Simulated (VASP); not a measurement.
Write the native input for VASP 6.6.1 that does the following.

| Property | Result |
| --- | --- |
| Task | single point |
| Functional | PBEsol |
| Potentials or basis | VASP PAW PBE potentials, release 64 (Cr_pv) |
| Cutoff | 520 eV |
| k mesh | 15 × 15 × 15 |
| Occupations | fermi-dirac, width 0.1 eV |
| Spin | no spin polarisation |
| Dipole correction | no |
| Further INCAR settings | ALGO = Normal; EDIFF = 1e-06; NBANDS = 12 |

The structure of Cr lies in POSCAR:

```
Cr
1.0
    2.3373293013      0.0000000000      0.0000000000
    0.0000000000      2.3373293013      0.0000000000
    0.0000000000      0.0000000000      2.3373293013
Cr
1
Direct
    0.0000000000      0.0000000000      0.0000000000
```

This cell differs from its parent crystal: volume scaled by 1.04.

One way to write it, as run:

INCAR

```
SYSTEM = Cr
  ALGO = Normal
  EDIFF = 1E-6
  ENCUT = 520
  GGA = PS
  ISIF = 2
  ISMEAR = -1
  LASPH = .True.
  LCHARG = .False.
  LREAL = .False.
  LWAVE = .False.
  NBANDS = 12
  NELM = 60
  PREC = Accurate
  SIGMA = 0.1
```

KPOINTS

```
k-points
0
Gamma
  15 15 15
  0 0 0
```

Potentials or basis: VASP PAW PBE potentials, release 64 (Cr_pv).

The run is started by

```console
$ cat potpaw_PBE.64/Cr_pv/POTCAR > POTCAR
$ mpirun -np 1 vasp_std > vasp.out
```

Results of the run:

```yaml
Pressure: -7.1 GPa
Band_gap_on_the_k_mesh: zero (band 6 reaches 10.53 eV, above the bottom of band 7 at 8.83 eV)
```

Caveat: the PAW data sets were made with another functional, which shifts forces and pressure a little; the run has no spin polarisation, though such a crystal can be magnetic.

It took 6 s on 1 thread of Intel Xeon 6975P-C, with other jobs on the host, peak memory 0.13 GiB.
